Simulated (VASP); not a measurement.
YZr7O16 (a cell with a defect): single point with PBE

System: YZr7O16 (a cell with a defect).

```
Y Zr O
1.0
    -7.24200    0.00000    0.00000
     0.00000    7.24200    0.00000
     3.62100   -3.62100   -5.28244
Y Zr O
1 7 16
Direct
  0.50045 0.50068 0.99928
  0.49925 0.99986 0.99774
  0.00103 0.50147 0.00095
  0.00019 0.00076 0.99920
  0.99848 0.00225 0.49935
  0.99855 0.49913 0.49926
  0.50180 0.00237 0.49922
  0.50162 0.49895 0.49920
  0.85044 0.07865 0.69982
  0.85039 0.62384 0.69955
  0.34765 0.10195 0.69402
  0.34770 0.59494 0.69429
  0.09832 0.84178 0.19486
  0.09856 0.35545 0.19518
  0.61004 0.88020 0.21822
  0.60989 0.34014 0.21794
  0.92295 0.15061 0.29900
  0.89935 0.65318 0.30418
  0.37761 0.15034 0.29853
  0.40653 0.65341 0.30449
  0.15900 0.90318 0.80329
  0.12069 0.39150 0.78042
  0.64554 0.90317 0.80367
  0.66077 0.39165 0.78032
```

```
Program             : VASP 6.6.1
Task                : single point
Functional          : PBE
Potentials or basis : VASP PAW PBE potentials, release 64 (Y_sv, Zr_sv, O)
Cutoff              : 520 eV
k mesh              : 2 × 2 × 2
Occupations         : gaussian, width 0.01 eV
Spin                : collinear spin
Starting moments    : [0.111, 0.0, 0.0, 0.0, 0.0, 0.0, 0.0, 0.0, 0.0, 0.0, 0.111, 0.111, 0.0, 0.0, 0.111, 0.111, 0.0, 0.111, 0.0, 0.111, 0.0, 0.111, 0.0, 0.111] μB
```

```json
{
  "Pressure": "3.8 GPa",
  "Largest force": "0.045 eV/Å",
  "Band gap on the k mesh": "zero (filled and empty bands overlap)",
  "Net moment": "1.00 μB per cell",
  "Site moments": "Y -0.00; Zr -0.01; O +0.06, +0.05 (each value once) μB",
  "Valence electrons inside the program's atomic spheres": "Y 9.81; Zr 9.71, 9.56, 9.58 (each value once); O 5.08"
}
```

Forces on the atoms (eV/Å):
```
Y    0.012  0.012  0.003
Zr   0.002  0.001  0.016
Zr   0.003 -0.001 -0.015
Zr  -0.004  0.003 -0.003
Zr  -0.009 -0.010  0.003
Zr  -0.015  0.012  0.001
Zr   0.006 -0.004  0.002
Zr   0.009  0.007 -0.001
O    0.006  0.004 -0.015
O    0.007 -0.007 -0.008
O    0.000  0.007 -0.001
O    0.001 -0.012 -0.004
O    0.001  0.018 -0.019
O    0.001 -0.018 -0.022
O    0.002 -0.040 -0.010
O    0.004  0.031 -0.015
O    0.004 -0.001  0.012
O    0.006  0.001  0.004
O   -0.004  0.001  0.009
O   -0.011 -0.003  0.001
O    0.018 -0.001  0.023
O   -0.045  0.001  0.004
O   -0.023  0.001  0.019
O    0.031 -0.003  0.015
```

Stress tensor (GPa, compression positive):
```
 4.63  0.00 -0.01
 0.00  4.64  0.00
-0.01  0.00  2.05
```

Levels at points of the mesh, in eV from the Fermi level:
Spin up:
```csv
k point,band 93,band 94,band 95,band 96,band 97,band 98,band 99,band 100
"(0.00, 0.00, 0.00)",-0.33,-0.23,-0.15,-0.15,4.24,4.52,4.52,4.53
"(0.50, 0.00, 0.00)",-0.52,-0.50,-0.41,-0.28,4.60,4.64,4.79,4.84
"(0.00, 0.50, 0.50)",-0.52,-0.50,-0.41,-0.28,4.60,4.64,4.79,4.84
"(0.50, 0.00, 0.50)",-0.52,-0.50,-0.42,-0.28,4.60,4.64,4.79,4.84
"(0.00, 0.50, 0.00)",-0.52,-0.50,-0.41,-0.28,4.60,4.65,4.79,4.84
"(0.50, 0.50, 0.00)",-0.26,-0.17,-0.13,-0.10,4.44,4.78,4.86,4.90
"(0.50, 0.50, 0.50)",-0.26,-0.18,-0.13,-0.10,4.44,4.78,4.85,4.90
"(0.00, 0.00, 0.50)",-0.18,-0.09,-0.09,-0.08,4.38,4.38,4.59,4.85
```
Spin down:
| k point | band 92 | band 93 | band 94 | band 95 | band 96 | band 97 | band 98 | band 99 |
| --- | --- | --- | --- | --- | --- | --- | --- | --- |
| (0.00, 0.00, 0.00) | -0.41 | -0.23 | -0.12 | 0.01 | 0.01 | 4.23 | 4.51 | 4.51 |
| (0.50, 0.00, 0.00) | -0.46 | -0.40 | -0.39 | -0.28 | -0.15 | 4.60 | 4.65 | 4.79 |
| (0.00, 0.50, 0.50) | -0.46 | -0.40 | -0.40 | -0.28 | -0.15 | 4.60 | 4.65 | 4.79 |
| (0.50, 0.00, 0.50) | -0.46 | -0.40 | -0.40 | -0.29 | -0.15 | 4.60 | 4.65 | 4.79 |
| (0.00, 0.50, 0.00) | -0.46 | -0.40 | -0.40 | -0.28 | -0.15 | 4.60 | 4.65 | 4.79 |
| (0.50, 0.50, 0.00) | -0.16 | -0.14 | -0.06 | 0.01 | 0.01 | 4.44 | 4.78 | 4.86 |
| (0.50, 0.50, 0.50) | -0.16 | -0.14 | -0.06 | 0.00 | 0.02 | 4.44 | 4.78 | 4.86 |
| (0.00, 0.00, 0.50) | -0.16 | -0.08 | 0.05 | 0.07 | 0.07 | 4.37 | 4.37 | 4.58 |

It took 12 min on 1 thread of Oxide Virtual Turin-like Processor (shared host), peak memory 0.72 GiB.

Caveat: the k points lie up to 0.53 Å⁻¹ apart.
